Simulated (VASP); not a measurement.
Input of a VASP 6.6.1 run:

INCAR

```
ALGO = Normal ; EDIFF = 1E-6
EDIFFG = -0.005 ; ENCUT = 600
GGA = PE ; IBRION = 2
ISIF = 3 ; ISMEAR = -1
LASPH = T ; LCHARG = F
LREAL = F ; LWAVE = F
NELM = 60 ; NSW = 60
PREC = Accurate ; PSTRESS = 8.6
SIGMA = 0.08
```

Contents of KPOINTS:

```
k-points
0
Gamma
  16 16 16
```

The input POSCAR:

```
Au
1.0
    0.0000000000      2.0747155046      2.0747155046
    2.0747155046      0.0000000000      2.0747155046
    2.0747155046      2.0747155046      0.0000000000
Au
1
Direct
    0.0000000000      0.0000000000      0.0000000000
```

Potentials or basis: VASP PAW PBE potentials, release 64 (Au).

Command:

```sh
$ cat potpaw_PBE.64/Au/POTCAR > POTCAR
$ mpirun -np 1 vasp_std > vasp.out
```

(1) What does it give for the space group after relaxing (to 0.05 Å)?

(2) What does it give for the relaxed cell?

Results:

(1) Fm-3m (No. 225).

(2) a = 2.933 Å, b = 2.933 Å, c = 2.933 Å, α = 60.00°, β = 60.00°, γ = 60.00°.
